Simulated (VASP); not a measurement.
# H13ClO6 in VASP: further runs

The runs below take H13ClO6 through single point, molecular dynamics, with PBE+D3(BJ).

Program: VASP 6.6.1. These are calculated values, not measurements. Logs are shortened: lines on timing, memory, paths and dates and some standing lists are left out, and cuts for length are marked.

### Step 1. The cell of the first run

The cell holds an amorphous packing of atoms, 20 atoms: a = 6.136 Å, b = 6.136 Å, c = 6.136 Å, α = 90.00°, β = 90.00°, γ = 90.00°.

### Step 2. Single point, PBE+D3(BJ)

The input, INCAR:

```
PREC     = Accurate       # precision mode
ENCUT    = 520            # plane-wave cutoff, eV
EDIFF    = 1E-7           # SCF threshold, eV
ISMEAR   = -1             # smearing method
SIGMA    = 0.02           # smearing width, eV
LREAL    = Auto         
LASPH    = T              # aspherical terms in the spheres
NELM     = 80             # most SCF steps
ALGO     = Normal         # electronic algorithm
ISIF     = 2              # what is computed and relaxed
LWAVE    = F              # write WAVECAR
LCHARG   = T              # write CHGCAR
GGA      = PE             # functional
IVDW     = 12             # dispersion correction
LELF     = T              # ELF
LVHAR    = T            
NBANDS   = 44             # bands
```

The input, KPOINTS:

```
Automatic mesh
0
Gamma
  1 1 1
```

The input, POSCAR:

```
H13ClO6
1.0
    6.1357920000      0.0000000000      0.0000000000
    0.0000000000      6.1357920000      0.0000000000
    0.0000000000      0.0000000000      6.1357920000
O H Cl
6 13 1
Direct
    0.8126905215      0.7525026924      0.6274495615
    0.5693315549      0.1327782950      0.8141736226
    0.8090561088     -0.0911210810      0.2451028327
    0.5411526336      0.4528021810      0.4033220161
    0.2863200056      1.0195260856      0.4141111693
    0.9672752923      0.2350959746      0.6038503261
    0.7079933609      0.6270910096      0.6326485644
    0.7970120239      0.8165042101      0.4730277689
    0.4701756513      0.2499758792      0.8168790598
    0.4930414851     -0.0005867213      0.7540672826
    0.6958351913      0.0165911752      0.1847357277
    0.8361104809     -0.1966005367      0.1298772840
    0.4929274004      0.5938108723      0.3701396658
    0.4254055548      0.3541678075      0.4429257054
    0.1976110012      0.8959560559      0.3920602263
    0.1782491975      1.1176715247      0.4750812935
    1.0499378075      0.3361913181      0.6978072268
    0.8541521616      0.1771898396      0.7009201094
   -0.0233058748      0.7273877602      0.6926082240
    0.1493368745      0.6612675267      0.9117486382
```

Potentials or basis: VASP PAW PBE potentials, release 64 (O, H, Cl).

Launch:

```
cat potpaw_PBE.64/O/POTCAR potpaw_PBE.64/H/POTCAR potpaw_PBE.64/Cl/POTCAR > POTCAR
mpirun -np 1 vasp_gam > vasp.out
```

OUTCAR:

```text
PREC = Accurate
   ENCUT = 520
   EDIFF = 1E-7
   ISMEAR = -1
   LREAL = Auto
   LASPH = T
   NELM = 80
   ISIF = 2
   GGA = PE
   IVDW = 12
 IVDW          = 12

 ion  position               nearest neighbor table
   1  0.813  0.753  0.627-   7 1.00   8 1.03  19 1.09
   2  0.569  0.133  0.814-   9 0.94  10 1.01
   3  0.809  0.909  0.245-  12 0.97  11 1.03
   4  0.541  0.453  0.403-  13 0.94  14 0.96
   5  0.286  0.020  0.414-  15 0.94  16 0.97
   6  0.967  0.235  0.604-  18 0.98  17 0.99
   7  0.708  0.627  0.633-   1 1.00
   8  0.797  0.817  0.473-   1 1.03
   9  0.470  0.250  0.817-   2 0.94
  10  0.493  0.999  0.754-   2 1.01
  11  0.696  0.017  0.185-   3 1.03
  12  0.836  0.803  0.130-   3 0.97
  13  0.493  0.594  0.370-   4 0.94
  14  0.425  0.354  0.443-   4 0.96
  15  0.198  0.896  0.392-   5 0.94
  16  0.178  0.118  0.475-   5 0.97
  17  0.050  0.336  0.698-   6 0.99
  18  0.854  0.177  0.701-   6 0.98
  19  0.977  0.727  0.693-   1 1.09  20 1.76
  20  0.149  0.661  0.912-  19 1.76

  LATTYP: Found a simple cubic cell.
 ALAT       =     6.1357920000

  Lattice vectors:

 A1 = (   6.1357920000,   0.0000000000,   0.0000000000)
 A2 = (   0.0000000000,   6.1357920000,   0.0000000000)
 A3 = (   0.0000000000,   0.0000000000,   6.1357920000)

Analysis of symmetry for initial positions (statically):
=====================================================================
 Subroutine PRICEL returns:
 Original cell was already a primitive cell.

 Routine SETGRP: Setting up the symmetry group for a
 simple cubic supercell.

 Subroutine GETGRP returns: Found  1 space group operations
 (whereof  1 operations were pure point group operations)
 out of a pool of 48 trial point group operations.

The static configuration has the point symmetry C_1 .

Analysis of symmetry for dynamics (positions and initial velocities):
=====================================================================
 Subroutine PRICEL returns:
 Original cell was already a primitive cell.

 Routine SETGRP: Setting up the symmetry group for a
 simple cubic supercell.

 Subroutine GETGRP returns: Found  1 space group operations
 (whereof  1 operations were pure point group operations)
 out of a pool of 48 trial point group operations.

The dynamic configuration has the point symmetry C_1 .

 Subroutine INISYM returns: Found  1 space group operations
 (whereof  1 operations are pure point group operations),
 and found     1 'primitive' translations

----------------------------------------------------------------------------------------

                                     Primitive cell

  volume of cell :     231.0000

  direct lattice vectors                    reciprocal lattice vectors
     6.135792000  0.000000000  0.000000000     0.162978145  0.000000000  0.000000000
     0.000000000  6.135792000  0.000000000     0.000000000  0.162978145  0.000000000
     0.000000000  0.000000000  6.135792000     0.000000000  0.000000000  0.162978145

  length of vectors
     6.135792000  6.135792000  6.135792000     0.162978145  0.162978145  0.162978145

  position of ions in fractional coordinates (direct lattice)
     0.812690522  0.752502692  0.627449562
     0.569331555  0.132778295  0.814173623
     0.809056109  0.908878919  0.245102833
     0.541152634  0.452802181  0.403322016
     0.286320006  0.019526086  0.414111169
     0.967275292  0.235095975  0.603850326
[... 12 lines left out ...]
     0.976694125  0.727387760  0.692608224
     0.149336875  0.661267527  0.911748638

  ion indices of the primitive-cell ions
   primitive index   ion index
                 1           1
                 2           2
                 3           3
                 4           4
                 5           5
                 6           6
[... 12 lines left out ...]
                19          19
                20          20

----------------------------------------------------------------------------------------

 KPOINTS: Automatic mesh

Automatic generation of k-mesh.
 Grid dimensions read from file:
 generate k-points for:    1    1    1

 Generating k-lattice:

  Cartesian coordinates                     Fractional coordinates (reciprocal lattice)
     0.162978145  0.000000000  0.000000000     1.000000000  0.000000000  0.000000000
     0.000000000  0.162978145  0.000000000     0.000000000  1.000000000  0.000000000
     0.000000000  0.000000000  0.162978145     0.000000000  0.000000000  1.000000000

  Length of vectors
     0.162978145  0.162978145  0.162978145

  Shift w.r.t. Gamma in fractional coordinates (k-lattice)
     0.000000000  0.000000000  0.000000000

 Subroutine IBZKPT returns following result:
 ===========================================

 Found      1 irreducible k-points:

 Following reciprocal coordinates:
            Coordinates               Weight
  0.000000  0.000000  0.000000      1.000000
   k-points           NKPTS =      1   k-points in BZ     NKDIM =      1   number of bands    NBANDS=     44
   number of dos      NEDOS =    301   number of ions     NIONS =     20
   total plane-waves  NPLWV = 110592
   dimension x,y,z NGX =    48 NGY =   48 NGZ =   48
   dimension x,y,z NGXF=    96 NGYF=   96 NGZF=   96
   ions per type =               6  13   1
   NGX,Y,Z   is equivalent  to a cutoff of  13.01, 13.01, 13.01 a.u.
   NGXF,Y,Z  is equivalent  to a cutoff of  26.01, 26.01, 26.01 a.u.
 SYSTEM =  unknown system
   PREC   = accura    normal or accurate (medium, high low for compatibility)
   ISTART =      0    job   : 0-new  1-cont  2-samecut
   ICHARG =      2    charge: 1-file 2-atom 10-const
   ISPIN  =      1    spin polarized calculation?
   LNONCOLLINEAR =      F non collinear calculations
   LSORBIT =      F    spin-orbit coupling
   LASPH  =      T    aspherical Exc in radial PAW
   ENCUT  =  520.0 eV  38.22 Ry    6.18 a.u.  11.41 11.41 11.41*2*pi/ulx,y,z
   NELM   =     80;   NELMIN=  2; NELMDL= -5     # of ELM steps
   EDIFF  = 0.1E-06   stopping-criterion for ELM
   LREAL  =      T    real-space projection
   EDIFFG = 0.1E-05   stopping-criterion for IOM
   NSW    =      0    number of steps for IOM
   IBRION =     -1    ionic relax: 0-MD 1-quasi-New 2-CG
   NFREE  =      0    steps in history (QN), initial steepest desc. (CG)
   ISIF   =      2    stress and relaxation
   ISYM   =      2    0-nonsym 1-usesym 2-fastsym
   POTIM  = 0.5000    time-step for ionic-motion
   TEBEG  =    0.0;   TEEND  =   0.0 temperature during run
   PSTRESS=    0.0 pullay stress
   NELECT =      56.0000    total number of electrons
   NUPDOWN=      -1.0000    fix difference up-down
   EMIN   =  10.00;   EMAX   =-10.00  energy-range for DOS
   EFERMI =   0.00;   METHOD = LEGACY
   ISMEAR =    -1;   SIGMA  =   0.02  broadening in eV -4-tet -1-fermi 0-gaus
   EFERMI_NEDOS =   21; number of points for ismear=-14 and -15
   IALGO  =     38    algorithm
   IMIX   =      4    mixing-type and parameters
     AMIX     =   0.40;   BMIX     =  1.00
     AMIX_MAG =   1.60;   BMIX_MAG =  1.00
  volume/ion in A,a.u.               =      11.55        77.94
  Fermi-wavevector in a.u.,A,eV,Ry     =   1.020783  1.929001 14.177250  1.041998
  Thomas-Fermi vector in A             =   2.154372
   LORBIT       =      0    0 simple, 1 ext, 2 COOP (PROOUT), +10 PAW based schemes
   GGA     = PE    functional components
   LHFCALC =     F    Hartree Fock is set to
   AEXX    =    0.0000 exact exchange contribution
   IVDW    =    12    specifies the selected vdW correction
   LEPSILON=     F    determine dielectric tensor
   LRPA    =     F    only Hartree local field effects (RPA)
 non-spin polarized calculation
  energy-cutoff  :      520.00
  volume of cell :      231.00
 maximum number of plane-waves:      3118
 NGX is ok and might be reduce to    48
   NGX = 23   NGY = 23   NGZ = 23

 number of electron      55.9999999 magnetization

 Free energy of the ion-electron system (eV)
  ---------------------------------------------------
  ext. energy  EPLUGINS =         0.00000000
  ---------------------------------------------------
  free energy    TOTEN  =       -92.97276454 eV

  energy without entropy =      -92.97276454  energy(sigma->0) =      -92.97276454

 E-fermi :  -2.6999     XC(G=0):  -6.6873

 val. band max:       -3.2272639535   @ k =   0.0000   0.0000   0.0000
 cond. band min:       0.9259401814   @ k =   0.0000   0.0000   0.0000
 fundamental gap:      4.1532041349
 Fermi energy:        -2.6998622572

 k-point     1 :       0.0000    0.0000    0.0000
  band No.  band energies     occupation
      1     -24.1128      2.00000
      2     -22.5197      2.00000
      3     -22.4380      2.00000
      4     -22.1937      2.00000
      5     -21.9510      2.00000
      6     -21.5548      2.00000
[... 32 lines left out ...]
     39       6.8090      0.00000
     40       7.3223      0.00000
 [bands above 40 left out]

------------------------ aborting loop because EDIFF is reached ----------------------------------------

 Edisp (eV)   -0.73901

 E8    (eV) :    -0.1635

  FORCE on cell =-STRESS in cart. coord.  units (eV):
  Direction    XX          YY          ZZ          XY          YZ          ZX
  --------------------------------------------------------------------------------------
  -------------------------------------------------------------------------------------
  Total       0.29503     0.93339    -0.43026    -1.62517    -0.02870    -0.92999
  in kB       2.04629     6.47387    -2.98424   -11.27194    -0.19905    -6.45026
  external pressure =        1.85 kB  Pullay stress =        0.00 kB

 VOLUME and BASIS-vectors are now :
 -----------------------------------------------------------------------------
  energy-cutoff  :      520.00
  volume of cell :      231.00
      direct lattice vectors                 reciprocal lattice vectors
     6.135792000  0.000000000  0.000000000     0.162978145  0.000000000  0.000000000
     0.000000000  6.135792000  0.000000000     0.000000000  0.162978145  0.000000000
     0.000000000  0.000000000  6.135792000     0.000000000  0.000000000  0.162978145

 POSITION                                       TOTAL-FORCE (eV/Angst)
 -----------------------------------------------------------------------------------
      4.98650      4.61720      3.84990        -0.897743     -0.189149     -0.240110
      3.49330      0.81470      4.99560         0.910233     -2.629089     -0.168661
      4.96420      5.57669      1.50390        -1.694792      1.327175     -0.398279
      3.32040      2.77830      2.47470         1.691233     -1.268744      0.729851
      1.75680      0.11981      2.54090         1.753792      0.505913      0.036513
      5.93500      1.44250      3.70510         0.605682      0.647728      0.437063
[... 12 lines left out ...]
      5.99279      4.46310      4.24970        -0.514669     -0.403346      0.744166
      0.91630      4.05740      5.59430         0.199945     -0.171877     -0.355500
 -----------------------------------------------------------------------------------
    total drift:                               -0.003220     -0.007268      0.000300

  FREE ENERGIE OF THE ION-ELECTRON SYSTEM (eV)
  ---------------------------------------------------
  free  energy   TOTEN  =       -93.7117779688 eV

  energy  without entropy=      -93.7117779688  energy(sigma->0) =      -93.71177797
```

It took 26 s on 1 thread of Intel Xeon Platinum 8488C (Sapphire Rapids), shared host; peak memory 0.3 GiB.

Results:

```
Free energy                : -93.7118 eV
Pressure                   : 0.2 GPa
Largest force              : 2.787 eV/Å
Band gap on the k mesh     : 4.15 eV
Dispersion energy per atom : -0.037 eV
```

Forces in eV/Å, atoms in the order of the input:
```
O   -0.898 -0.189 -0.240
O    0.910 -2.629 -0.169
O   -1.695  1.327 -0.398
O    1.691 -1.269  0.730
O    1.754  0.506  0.037
O    0.606  0.648  0.437
H    0.880 -0.019 -0.127
H    0.307  0.334 -0.466
H   -1.269  1.046  0.087
H    0.351  1.584  0.487
H    1.322 -1.260  0.698
H    0.348 -0.132 -0.347
H   -1.329  1.478 -0.650
H   -0.420  0.037 -0.220
H   -0.686 -1.320 -0.623
H   -0.896  0.459  0.447
H   -0.287  0.002  0.013
H   -0.374 -0.029 -0.084
H   -0.515 -0.403  0.744
Cl   0.200 -0.172 -0.355
```

Levels at points of the mesh, in eV from the valence-band top:
```
           k point  band 24  band 25  band 26  band 27  band 28  band 29  band 30  band 31  band 32  band 33
(0.00, 0.00, 0.00)    -0.71    -0.51    -0.28    -0.09     0.00     4.15     6.97     7.42     7.81     8.57
```

Caveat: the k points lie up to 1.02 Å⁻¹ apart.

(Part 1 of 2 ends here.)
